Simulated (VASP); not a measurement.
# ZnS (P6_3/mmc) in VASP: further runs, part 2 of 3

VASP 6.6.1. Earlier steps stand in the parts before.

### Step 4. Single point, LDA

INCAR reads:

```
ALGO = Normal
EDIFF = 1E-6
ENCUT = 520
GGA = CA
ISIF = 2
ISMEAR = 0
LASPH = True
LCHARG = False
LREAL = False
LWAVE = False
NBANDS = 26
NELM = 100
PREC = Accurate
SIGMA = 0.01
```

KPOINTS reads:

```
k-points
0
Gamma
  12 12 4
```

POSCAR reads:

```
ZnS
1.0
    3.5895904813      0.0000000000      0.0000000000
   -1.7947952406      3.1086765460      0.0000000000
    0.0000000000      0.0000000000      5.8799973210
Zn S
2 2
Direct
    0.0000000000      0.0000000000      0.0000000000
    0.0000000000      0.0000000000      0.5000000000
    0.3333333333      0.6666666667      0.2500000000
    0.6666666667      0.3333333333      0.7500000000
```

Potentials or basis: VASP PAW LDA potentials, release 64 (Zn, S).

Command:

```console
$ cat potpaw_LDA.64/Zn/POTCAR potpaw_LDA.64/S/POTCAR > POTCAR
$ mpirun -np 1 vasp_std > vasp.out
```

OUTCAR:

```text
EDIFF = 1E-6
   ENCUT = 520
   GGA = CA
   ISIF = 2
   ISMEAR = 0
   LASPH = True
   LREAL = False
   NELM = 100
   PREC = Accurate

 ion  position               nearest neighbor table
   1  0.000  0.000  0.000-   3 2.54   4 2.54   3 2.54   4 2.54   4 2.54   3 2.54   2 2.94   2 2.94

   2  0.000  0.000  0.500-   3 2.54   4 2.54   3 2.54   4 2.54   4 2.54   3 2.54   1 2.94   1 2.94

   3  0.333  0.667  0.250-   1 2.54   2 2.54   1 2.54   2 2.54   1 2.54   2 2.54
   4  0.667  0.333  0.750-   1 2.54   2 2.54   1 2.54   2 2.54   1 2.54   2 2.54

  LATTYP: Found a hexagonal cell.
 ALAT       =     3.5895904813
 C/A-ratio  =     1.6380691200

  Lattice vectors:

 A1 = (   3.5895904813,   0.0000000000,   0.0000000000)
 A2 = (  -1.7947952406,   3.1086765460,   0.0000000000)
 A3 = (   0.0000000000,   0.0000000000,   5.8799973210)

Analysis of symmetry for initial positions (statically):
=====================================================================
 Subroutine PRICEL returns:
 Original cell was already a primitive cell.

 Routine SETGRP: Setting up the symmetry group for a
 hexagonal supercell.

 Subroutine GETGRP returns: Found 24 space group operations
 (whereof 12 operations were pure point group operations)
 out of a pool of 24 trial point group operations.

The static configuration has the point symmetry D_3d.
 The point group associated with its full space group is D_6h.

Analysis of symmetry for dynamics (positions and initial velocities):
=====================================================================
 Subroutine PRICEL returns:
 Original cell was already a primitive cell.

 Routine SETGRP: Setting up the symmetry group for a
 hexagonal supercell.

 Subroutine GETGRP returns: Found 24 space group operations
 (whereof 12 operations were pure point group operations)
 out of a pool of 24 trial point group operations.

The dynamic configuration has the point symmetry D_3d.
 The point group associated with its full space group is D_6h.

 Subroutine INISYM returns: Found 24 space group operations
 (whereof 12 operations are pure point group operations),
 and found     1 'primitive' translations

----------------------------------------------------------------------------------------

                                     Primitive cell

  volume of cell :      65.6142

  direct lattice vectors                    reciprocal lattice vectors
     3.589590481  0.000000000  0.000000000     0.278583311  0.160840149  0.000000000
    -1.794795241  3.108676546  0.000000000     0.000000000  0.321680299  0.000000000
     0.000000000  0.000000000  5.879997321     0.000000000  0.000000000  0.170068105

  length of vectors
     3.589590481  3.589590481  5.879997321     0.321680299  0.321680299  0.170068105

  position of ions in fractional coordinates (direct lattice)
     0.000000000  0.000000000  0.000000000
     0.000000000  0.000000000  0.500000000
     0.333333333  0.666666667  0.250000000
     0.666666667  0.333333333  0.750000000

  ion indices of the primitive-cell ions
   primitive index   ion index
                 1           1
                 2           2
                 3           3
                 4           4

----------------------------------------------------------------------------------------

 KPOINTS: k-points

Automatic generation of k-mesh.
 Grid dimensions read from file:
 generate k-points for:   12   12    4

 Generating k-lattice:

  Cartesian coordinates                     Fractional coordinates (reciprocal lattice)
     0.023215276  0.013403346  0.000000000     0.083333333  0.000000000  0.000000000
     0.000000000  0.026806692  0.000000000     0.000000000  0.083333333  0.000000000
     0.000000000  0.000000000  0.042517026     0.000000000  0.000000000  0.250000000

  Length of vectors
     0.026806692  0.026806692  0.042517026

  Shift w.r.t. Gamma in fractional coordinates (k-lattice)
     0.000000000  0.000000000  0.000000000

 Subroutine IBZKPT returns following result:
 ===========================================

 Found     57 irreducible k-points:

 Following reciprocal coordinates:
            Coordinates               Weight
  0.000000  0.000000  0.000000      1.000000
  0.083333 -0.000000  0.000000      6.000000
  0.166667  0.000000  0.000000      6.000000
  0.250000  0.000000  0.000000      6.000000
  0.333333  0.000000  0.000000      6.000000
  0.416667 -0.000000  0.000000      6.000000
[... 16 lines left out ...]
  0.250000  0.000000  0.250000     12.000000
  0.333333  0.000000  0.250000     12.000000
 [... further k-points ...]
   k-points           NKPTS =     57   k-points in BZ     NKDIM =     57   number of bands    NBANDS=     26
   number of dos      NEDOS =    301   number of ions     NIONS =      4
   total plane-waves  NPLWV =  37632
   dimension x,y,z NGX =    28 NGY =   28 NGZ =   48
   dimension x,y,z NGXF=    56 NGYF=   56 NGZF=   96
   ions per type =               2   2
   NGX,Y,Z   is equivalent  to a cutoff of  12.97, 12.97, 13.57 a.u.
   NGXF,Y,Z  is equivalent  to a cutoff of  25.94, 25.94, 27.14 a.u.
 SYSTEM =  unknown system
   PREC   = accura    normal or accurate (medium, high low for compatibility)
   ISTART =      0    job   : 0-new  1-cont  2-samecut
   ICHARG =      2    charge: 1-file 2-atom 10-const
   ISPIN  =      1    spin polarized calculation?
   LNONCOLLINEAR =      F non collinear calculations
   LSORBIT =      F    spin-orbit coupling
   LASPH  =      T    aspherical Exc in radial PAW
   ENCUT  =  520.0 eV  38.22 Ry    6.18 a.u.   6.67  6.67 10.93*2*pi/ulx,y,z
   NELM   =    100;   NELMIN=  2; NELMDL= -5     # of ELM steps
   EDIFF  = 0.1E-05   stopping-criterion for ELM
   LREAL  =      F    real-space projection
   EDIFFG = 0.1E-04   stopping-criterion for IOM
   NSW    =      0    number of steps for IOM
   IBRION =     -1    ionic relax: 0-MD 1-quasi-New 2-CG
   NFREE  =      0    steps in history (QN), initial steepest desc. (CG)
   ISIF   =      2    stress and relaxation
   ISYM   =      2    0-nonsym 1-usesym 2-fastsym
   POTIM  = 0.5000    time-step for ionic-motion
   TEBEG  =    0.0;   TEEND  =   0.0 temperature during run
   PSTRESS=    0.0 pullay stress
   NELECT =      36.0000    total number of electrons
   NUPDOWN=      -1.0000    fix difference up-down
   EMIN   =  10.00;   EMAX   =-10.00  energy-range for DOS
   EFERMI =   0.00;   METHOD = LEGACY
   ISMEAR =     0;   SIGMA  =   0.01  broadening in eV -4-tet -1-fermi 0-gaus
   EFERMI_NEDOS =   21; number of points for ismear=-14 and -15
   IALGO  =     38    algorithm
   IMIX   =      4    mixing-type and parameters
     AMIX     =   0.40;   BMIX     =  1.00
     AMIX_MAG =   1.60;   BMIX_MAG =  1.00
  volume/ion in A,a.u.               =      16.40       110.70
  Fermi-wavevector in a.u.,A,eV,Ry     =   1.340221  2.532651 24.438687  1.796193
  Thomas-Fermi vector in A             =   2.468551
   LORBIT       =      0    0 simple, 1 ext, 2 COOP (PROOUT), +10 PAW based schemes
   GGA     = CA    functional components
   LHFCALC =     F    Hartree Fock is set to
   AEXX    =    0.0000 exact exchange contribution
   IVDW    =     0    specifies the selected vdW correction
   LEPSILON=     F    determine dielectric tensor
   LRPA    =     F    only Hartree local field effects (RPA)
 non-spin polarized calculation
 Gauss-broadening in eV      SIGMA  =   0.01
  energy-cutoff  :      520.00
  volume of cell :       65.61
 maximum number of plane-waves:      1786
 NGX is ok and might be reduce to    28
   NGX = 13   NGY = 13   NGZ = 21

 number of electron      36.0000027 magnetization

 Free energy of the ion-electron system (eV)
  ---------------------------------------------------
  ext. energy  EPLUGINS =         0.00000000
  ---------------------------------------------------
  free energy    TOTEN  =       -15.15811260 eV

  energy without entropy =      -15.15811260  energy(sigma->0) =      -15.15811260

 E-fermi :   3.9202     XC(G=0): -11.1496

 val. band max:        3.8140314224   @ k =   0.1667   0.0000   0.0000
 cond. band min:       3.9601053681   @ k =   0.3333   0.3333   0.0000
 fundamental gap:      0.1460739457
 Fermi energy:         3.9202215876

 k-point     1 :       0.0000    0.0000    0.0000
  band No.  band energies     occupation
      1     -10.0762      2.00000
      2      -8.3543      2.00000
      3      -3.5108      2.00000
      4      -3.0684      2.00000
      5      -3.0684      2.00000
      6      -2.9941      2.00000
[... 18 lines left out ...]
     25      12.4719      0.00000
     26      12.4719      0.00000
[... 644 lines left out ...]
      4      -3.0080      2.00000
      5      -2.9930      2.00000
      6      -2.9021      2.00000
[... 18 lines left out ...]
     25      13.0645      0.00000
     26      13.3194      0.00000

 [... further k-points ...]
[... 5 lines left out ...]
  --------------------------------------------------------------------------------------
  -------------------------------------------------------------------------------------
  Total       -1.9163204     -1.9163204     -2.2855201     -0.0000000      0.0000000      0.0000000
  in kB      -46.7930269    -46.7930269    -55.8082055     -0.0000000      0.0000000      0.0000000
  external PRESSURE =     -49.7980864 kB  Pullay stress =       0.0000000 kB

 VOLUME and BASIS-vectors are now :
 -----------------------------------------------------------------------------
  energy-cutoff  :      520.00
  volume of cell :       65.61
      direct lattice vectors                 reciprocal lattice vectors
     3.589590481  0.000000000  0.000000000     0.278583311  0.160840149  0.000000000
    -1.794795241  3.108676546  0.000000000     0.000000000  0.321680299  0.000000000
     0.000000000  0.000000000  5.879997321     0.000000000  0.000000000  0.170068105

 POSITION                                       TOTAL-FORCE (eV/Angst)
 -----------------------------------------------------------------------------------
      0.00000      0.00000      0.00000         0.000000      0.000000     -0.000000
      0.00000      0.00000      2.94000         0.000000      0.000000     -0.000000
     -0.00000      2.07245      1.47000         0.000000     -0.000000      0.000000
      1.79480      1.03623      4.41000        -0.000000      0.000000      0.000000
 -----------------------------------------------------------------------------------
    total drift:                               -0.000000     -0.000000      0.000000

  FREE ENERGIE OF THE ION-ELECTRON SYSTEM (eV)
  ---------------------------------------------------
  free  energy   TOTEN  =       -15.1581125990 eV

  energy  without entropy=      -15.1581125990  energy(sigma->0) =      -15.15811260
```

stdout:

```text
POSCAR found type information on POSCAR ZnS
 POSCAR found :  2 types and       4 ions
 scaLAPACK will be used
 LDA part: xc-table for (Slater(with rela. corr.)+CA(PZ))
 , standard interpolation
 POSCAR, INCAR and KPOINTS ok, starting setup
 FFT: planning ... GRIDC
 FFT: planning ... GRID_SOFT
 FFT: planning ... GRID
 WAVECAR not read
 entering main loop
```

It took 67 s on 1 thread of Intel Xeon Platinum 8259CL at 2.50GHz (Skylake/Cascade Lake), shared host; peak memory 0.21 GiB.

Results:

```yaml
Free_energy: -15.1581 eV
Pressure: -5.0 GPa
Band_gap_on_the_k_mesh: 0.15 eV, indirect (least direct gap 1.49 eV)
```

Stress tensor (GPa, compression positive):
```
-4.68  0.00  0.00
 0.00 -4.68  0.00
 0.00  0.00 -5.58
```

Levels at points of the mesh, in eV from the valence-band top:
| k point | band 15 | band 16 | band 17 | band 18 | band 19 | band 20 | band 21 | band 22 |
| --- | --- | --- | --- | --- | --- | --- | --- | --- |
| (0.00, 0.00, 0.00) | -0.72 | -0.61 | -0.11 | -0.11 | 1.38 | 3.50 | 6.50 | 6.50 |
| (0.50, 0.00, 0.00) | -3.83 | -2.58 | -2.15 | -0.11 | 2.42 | 3.30 | 3.89 | 5.43 |
| (0.00, 0.00, 0.50) | -0.37 | -0.37 | -0.37 | -0.37 | 3.53 | 3.53 | 6.68 | 6.68 |
| (0.50, 0.00, 0.50) | -1.58 | -1.58 | -1.52 | -1.52 | 1.91 | 1.91 | 5.38 | 5.38 |

A k mesh can miss the band edges.

### Step 5. Single point, r2SCAN

POSCAR is that of step 4.

INCAR.step1 reads:

```
  PREC = Accurate
  ENCUT = 520
  ISMEAR = 0
  SIGMA = 0.01
  LREAL = F
  LASPH = T
  NELM = 100
  NBANDS = 26
  GGA = PE
  ALGO = Normal
  EDIFF = 1E-4
  LWAVE = T
  LCHARG = F
```

INCAR.step2 reads:

```
  PREC = Accurate
  ENCUT = 520
  EDIFF = 1E-6
  ISMEAR = 0
  SIGMA = 0.01
  LREAL = F
  LASPH = T
  NELM = 100
  ALGO = Normal
  ISIF = 2
  LWAVE = F
  LCHARG = F
  METAGGA = R2SCAN
  LMIXTAU = T
  NBANDS = 26
  ISTART = 1
```

KPOINTS reads:

```
Automatic mesh
0
Gamma
  6 6 2
```

Potentials or basis: VASP PAW PBE potentials, release 64 (Zn, S).

Command:

```console
$ cat potpaw_PBE.64/Zn/POTCAR potpaw_PBE.64/S/POTCAR > POTCAR
$ cp INCAR.step1 INCAR
$ mpirun -np 1 vasp_std > vasp.out
$ cp INCAR.step2 INCAR
$ mpirun -np 1 vasp_std > vasp.out
```

OUTCAR:

```text
PREC = Accurate
   ENCUT = 520
   EDIFF = 1E-6
   ISMEAR = 0
   LREAL = F
   LASPH = T
   NELM = 100
   ISIF = 2
   METAGGA = R2SCAN
   ISTART = 1

 ion  position               nearest neighbor table
   1  0.000  0.000  0.000-   3 2.54   4 2.54   3 2.54   4 2.54   4 2.54   3 2.54   2 2.94   2 2.94

   2  0.000  0.000  0.500-   3 2.54   4 2.54   3 2.54   4 2.54   4 2.54   3 2.54   1 2.94   1 2.94

   3  0.333  0.667  0.250-   1 2.54   2 2.54   1 2.54   2 2.54   1 2.54   2 2.54
   4  0.667  0.333  0.750-   1 2.54   2 2.54   1 2.54   2 2.54   1 2.54   2 2.54

  LATTYP: Found a hexagonal cell.
 ALAT       =     3.5895904813
 C/A-ratio  =     1.6380691200

  Lattice vectors:

 A1 = (   3.5895904813,   0.0000000000,   0.0000000000)
 A2 = (  -1.7947952406,   3.1086765460,   0.0000000000)
 A3 = (   0.0000000000,   0.0000000000,   5.8799973210)

Analysis of symmetry for initial positions (statically):
=====================================================================
 Subroutine PRICEL returns:
 Original cell was already a primitive cell.

 Routine SETGRP: Setting up the symmetry group for a
 hexagonal supercell.

 Subroutine GETGRP returns: Found 24 space group operations
 (whereof 12 operations were pure point group operations)
 out of a pool of 24 trial point group operations.

The static configuration has the point symmetry D_3d.
 The point group associated with its full space group is D_6h.

Analysis of symmetry for dynamics (positions and initial velocities):
=====================================================================
 Subroutine PRICEL returns:
 Original cell was already a primitive cell.

 Routine SETGRP: Setting up the symmetry group for a
 hexagonal supercell.

 Subroutine GETGRP returns: Found 24 space group operations
[... 111 lines left out ...]
   EFERMI =   0.00;   METHOD = LEGACY
   ISMEAR =     0;   SIGMA  =   0.01  broadening in eV -4-tet -1-fermi 0-gaus
   EFERMI_NEDOS =   21; number of points for ismear=-14 and -15
   IALGO  =     38    algorithm
   IMIX   =      4    mixing-type and parameters
     AMIX     =   0.40;   BMIX     =  1.00
     AMIX_MAG =   1.60;   BMIX_MAG =  1.00
  volume/ion in A,a.u.               =      16.40       110.70
  Fermi-wavevector in a.u.,A,eV,Ry     =   1.340221  2.532651 24.438687  1.796193
  Thomas-Fermi vector in A             =   2.468551
   LORBIT       =      0    0 simple, 1 ext, 2 COOP (PROOUT), +10 PAW based schemes
   METAGGA = R2SCAN    functional components
   LHFCALC =     F    Hartree Fock is set to
   AEXX    =    0.0000 exact exchange contribution
   IVDW    =     0    specifies the selected vdW correction
   LEPSILON=     F    determine dielectric tensor
   LRPA    =     F    only Hartree local field effects (RPA)
 non-spin polarized calculation
 Gauss-broadening in eV      SIGMA  =   0.01
  energy-cutoff  :      520.00
  volume of cell :       65.61
 maximum number of plane-waves:      1786
 NGX is ok and might be reduce to    28
   NGX = 13   NGY = 13   NGZ = 21

 number of electron      36.0000027 magnetization

 Free energy of the ion-electron system (eV)
  ---------------------------------------------------
  ext. energy  EPLUGINS =         0.00000000
  ---------------------------------------------------
  free energy    TOTEN  =       -36.36578113 eV

  energy without entropy =      -36.36578113  energy(sigma->0) =      -36.36578113

 E-fermi :   3.7949     XC(G=0): -11.4726

 val. band max:        3.7144278375   @ k =   0.1667   0.0000   0.0000
 cond. band min:       4.5244639025   @ k =   0.3333   0.3333   0.0000
 fundamental gap:      0.8100360650
 Fermi energy:         3.7948796613

 k-point     1 :       0.0000    0.0000    0.0000
  band No.  band energies     occupation
      1     -10.7106      2.00000
      2      -9.0096      2.00000
      3      -3.6017      2.00000
      4      -3.2119      2.00000
      5      -3.2119      2.00000
      6      -3.0719      2.00000
[... 395 lines left out ...]
     25      14.1091      0.00000
     26      14.1091      0.00000

------------------------ aborting loop because EDIFF is reached ----------------------------------------

  FORCE on cell =-STRESS in cart. coord.  units (eV):
  Direction    XX          YY          ZZ          XY          YZ          ZX
  --------------------------------------------------------------------------------------
  -------------------------------------------------------------------------------------
  Total        0.1182742      0.1182742      0.0102428      0.0000000      0.0000000      0.0000000
  in kB        2.8880396      2.8880396      0.2501112      0.0000000      0.0000000      0.0000000
  external PRESSURE =       2.0087301 kB  Pullay stress =       0.0000000 kB

 VOLUME and BASIS-vectors are now :
 -----------------------------------------------------------------------------
  energy-cutoff  :      520.00
  volume of cell :       65.61
      direct lattice vectors                 reciprocal lattice vectors
     3.589590481  0.000000000  0.000000000     0.278583311  0.160840149  0.000000000
    -1.794795241  3.108676546  0.000000000     0.000000000  0.321680299  0.000000000
     0.000000000  0.000000000  5.879997321     0.000000000  0.000000000  0.170068105

 POSITION                                       TOTAL-FORCE (eV/Angst)
 -----------------------------------------------------------------------------------
      0.00000      0.00000      0.00000         0.000000      0.000000      0.000000
      0.00000      0.00000      2.94000         0.000000      0.000000      0.000000
     -0.00000      2.07245      1.47000         0.000000      0.000000      0.000000
      1.79480      1.03623      4.41000        -0.000000     -0.000000     -0.000000
 -----------------------------------------------------------------------------------
    total drift:                               -0.000000     -0.000000      0.000000

  FREE ENERGIE OF THE ION-ELECTRON SYSTEM (eV)
  ---------------------------------------------------
  free  energy   TOTEN  =       -36.3657811268 eV

  energy  without entropy=      -36.3657811268  energy(sigma->0) =      -36.36578113
```

OSZICAR.step1:

```text
N       E                     dE             d eps       ncg     rms          rms(c)
DAV:   1     0.239340624836E+03    0.23934E+03   -0.17518E+04   736   0.176E+03
DAV:   2     0.969578797307E+01   -0.22964E+03   -0.21827E+03   770   0.353E+02
DAV:   3    -0.127467074504E+02   -0.22442E+02   -0.22118E+02   874   0.109E+02
DAV:   4    -0.132677293175E+02   -0.52102E+00   -0.51974E+00   866   0.161E+01
DAV:   5    -0.132751749605E+02   -0.74456E-02   -0.74432E-02   866   0.200E+00    0.105E+01
DAV:   6    -0.123580977012E+02    0.91708E+00   -0.17176E+00  1022   0.349E+01    0.805E+00
DAV:   7    -0.123320484512E+02    0.26049E-01   -0.10283E+00   784   0.629E+00    0.343E+00
DAV:   8    -0.123253115921E+02    0.67369E-02   -0.34123E-02   914   0.194E+00    0.810E-01
DAV:   9    -0.123246863095E+02    0.62528E-03   -0.72097E-03   950   0.156E+00    0.165E-01
DAV:  10    -0.123247321079E+02   -0.45798E-04   -0.62090E-04   862   0.354E-01
   1 F= -.12324732E+02 E0= -.12324732E+02  d E =-.551216E-13
```

Wall time 3.9 min (1 thread of Intel Xeon 8259CL, shared host); peak memory 0.19 GiB.

Results:

| Quantity | Value |
| --- | --- |
| Free energy | -36.3658 eV |
| Pressure | 0.2 GPa |
| Band gap on the k mesh | 0.81 eV, indirect (least direct gap 2.38 eV) |

Levels at points of the mesh, in eV from the valence-band top:
| k point | band 15 | band 16 | band 17 | band 18 | band 19 | band 20 | band 21 | band 22 |
| --- | --- | --- | --- | --- | --- | --- | --- | --- |
| (0.00, 0.00, 0.00) | -0.72 | -0.62 | -0.11 | -0.11 | 2.26 | 4.26 | 7.19 | 7.19 |
| (0.50, 0.00, 0.00) | -3.84 | -2.61 | -1.98 | -0.11 | 2.93 | 3.88 | 4.64 | 6.10 |
| (0.00, 0.00, 0.50) | -0.37 | -0.37 | -0.37 | -0.37 | 4.32 | 4.32 | 7.36 | 7.36 |
| (0.50, 0.00, 0.50) | -1.55 | -1.55 | -1.52 | -1.52 | 2.55 | 2.55 | 5.97 | 5.97 |

Caveat: the k points lie up to 0.53 Å⁻¹ apart; the PAW data sets were made with another functional, which shifts forces and pressure a little.

(Continued in part 3 of 3.)
